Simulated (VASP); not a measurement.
Ti4O, 5 atoms in the cell. The cell holds a slab with vacuum, 5 atoms: a = 2.908 Å, b = 4.112 Å, c = 19.654 Å, α = 90.00°, β = 90.00°, γ = 90.00°. 

```yaml
Program: VASP 6.6.1
Task: single point
Functional: PBE
Potentials_or_basis: VASP PAW PBE potentials, release 64 (Ti_sv, O_h)
Cutoff: 1000 eV
k_mesh: 9 × 7 × 1
Occupations: gaussian, width 0.1 eV
Spin: no spin polarisation
Dipole_correction: yes
Further_INCAR_settings: ALGO = Normal; EDIFF = 1e-06; NBANDS = 35; NELMDL = -8
```

Potentials or basis: VASP PAW PBE potentials, release 64 (Ti_sv, O_h).

Run with:

```sh
$ cat potpaw_PBE.64/Ti_sv/POTCAR potpaw_PBE.64/O_h/POTCAR > POTCAR
$ mpirun -np 1 vasp_std > vasp.out
```

Hardware: 1 thread of AMD EPYC 9R45 96-Core Processor (Zen 5), with other jobs on the host.

Question: Estimate the wall time of this run.

Answer: Wall time 17 min on 1 thread of AMD EPYC 9R45 96-Core Processor (Zen 5) (shared host), peak memory 0.9 GiB. Counts: scf iterations 35, k points 32.
